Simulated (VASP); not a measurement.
A run of VASP 6.6.1 is set up as follows.

File POSCAR:

```
BaCaS2
1.0
    2.1373611144      1.2340060148      7.0418321904
   -2.1373611144      1.2340060148      7.0418321904
    0.0000000000     -2.4680120296      7.0418321904
Ca Ba S
1 1 2
Direct
    1.0000000000      0.0000000000      0.0000000000
    0.5000000000      0.5000000000      0.5000000000
    0.2590901373      0.2590901373      0.2590901373
    0.7409098627      0.7409098627      0.7409098627
```

INCAR.step1

```
SYSTEM = BaCaS2
PREC     = Accurate       ! precision mode
ENCUT    = 520            ! plane-wave cutoff, eV
ISMEAR   = 0              ! smearing method
SIGMA    = 0.01           ! smearing width, eV
LREAL    = .False.        ! projectors in reciprocal space
LASPH    = .True.         ! aspherical terms in the spheres
NELM     = 60             ! most SCF steps
NBANDS   = 24             ! bands
GGA      = PE             ! functional
ALGO     = Normal         ! electronic algorithm
EDIFF    = 1E-4           ! SCF threshold, eV
LWAVE    = .True.         ! write WAVECAR
LCHARG   = .False.        ! write CHGCAR
```

INCAR.step2

```
SYSTEM = BaCaS2
PREC     = Accurate       ! precision mode
ENCUT    = 520            ! plane-wave cutoff, eV
EDIFF    = 1E-6           ! SCF threshold, eV
ISMEAR   = 0              ! smearing method
SIGMA    = 0.01           ! smearing width, eV
LREAL    = .False.        ! projectors in reciprocal space
LASPH    = .True.         ! aspherical terms in the spheres
NELM     = 60             ! most SCF steps
ALGO     = Normal         ! electronic algorithm
ISIF     = 2              ! what is computed and relaxed
LWAVE    = .False.        ! write WAVECAR
LCHARG   = .True.         ! write CHGCAR
METAGGA  = R2SCAN         ! meta-GGA
LMIXTAU  = .True.       
LELF     = .True.         ! ELF
LVHAR    = .True.       
NBANDS   = 24             ! bands
ISTART   = 1
```

The input KPOINTS:

```
Automatic mesh
0
Gamma
  6 6 6
  0 0 0
```

Potentials or basis: VASP PAW PBE potentials, release 64 (Ca_sv, Ba_sv, S).

Launch:

```console
$ cat potpaw_PBE.64/Ca_sv/POTCAR potpaw_PBE.64/Ba_sv/POTCAR potpaw_PBE.64/S/POTCAR > POTCAR
$ cp INCAR.step1 INCAR
$ mpirun -np 1 vasp_std > vasp.out
$ cp INCAR.step2 INCAR
$ mpirun -np 1 vasp_std > vasp.out
```

Question: Predict the largest force.

Answer: 0.057 eV/Å.

Question: What does it give for the band gap on the k mesh?

Answer: 2.43 eV (least direct gap 2.89 eV).

Forces in eV/Å, atoms in the order of the input:
```
Ca   0.000  0.000  0.000
Ba   0.000  0.000  0.000
S    0.000  0.000  0.057
S    0.000  0.000 -0.057
```

Caveat: the PAW data sets were made with another functional, which shifts forces and pressure a little; spin-orbit coupling is left out, which moves the levels of the heavy elements. A k mesh can miss the band edges.
